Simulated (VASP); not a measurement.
Set up this calculation in VASP 6.6.1, as the native input.

| Quantity | Value |
| --- | --- |
| Task | relaxation of shape and atoms at fixed volume |
| Functional | PBE |
| Potentials or basis | VASP PAW PBE potentials, release 64 (Pt) |
| Cutoff | 600 eV |
| k mesh | 16 × 16 × 16 |
| Occupations | fermi-dirac, width 0.05 eV |
| Spin | no spin polarisation |
| Dipole correction | no |
| Further INCAR settings | ALGO = Normal; EDIFF = 1e-06; IBRION = 2; EDIFFG = -0.005; NSW = 50; ISIF = 4 |

The structure of Pt lies in POSCAR:

```
Pt
1.0
   -2.2959048574      2.2959048574      1.2371005351
    2.2959048574     -2.2959048574      1.2371005351
    2.2959048574      2.2959048574     -1.2371005351
Pt
2
Direct
   -0.3750000000     -0.1250000000     -0.2500000000
    0.3750000000      0.1250000000      0.2500000000
```

These files were run (other wordings do the same):

INCAR

```
SYSTEM = Pt
PREC = Accurate ; ENCUT = 600
EDIFF = 1E-6 ; ISMEAR = -1
SIGMA = 0.05 ; LREAL = .False.
LASPH = .True. ; NELM = 80
ALGO = Normal ; ISIF = 4
LWAVE = .False. ; LCHARG = .False.
GGA = PE ; IBRION = 2
NSW = 50 ; EDIFFG = -0.005
```

KPOINTS

```
regular mesh
0
Gamma
  16 16 16
  0 0 0
```

Potentials or basis: VASP PAW PBE potentials, release 64 (Pt).

Command:

```bash
$ cat potpaw_PBE.64/Pt/POTCAR > POTCAR
$ mpirun -np 1 vasp_std > vasp.out
```

It gave:

* Energy gained by relaxing: 0.0 meV/atom
* Ionic steps: 3
* Pressure after relaxing: 115.9 GPa
* Band gap on the k mesh: zero (band 10 reaches 15.67 eV, above the bottom of band 11 at 12.81 eV)

Caveat: spin-orbit coupling is left out, which moves the levels of the heavy elements.

Run time: 86 s on 1 thread of Intel(R) Xeon(R) 6975P-C (Granite Rapids), with other jobs on the host, peak memory 0.27 GiB.
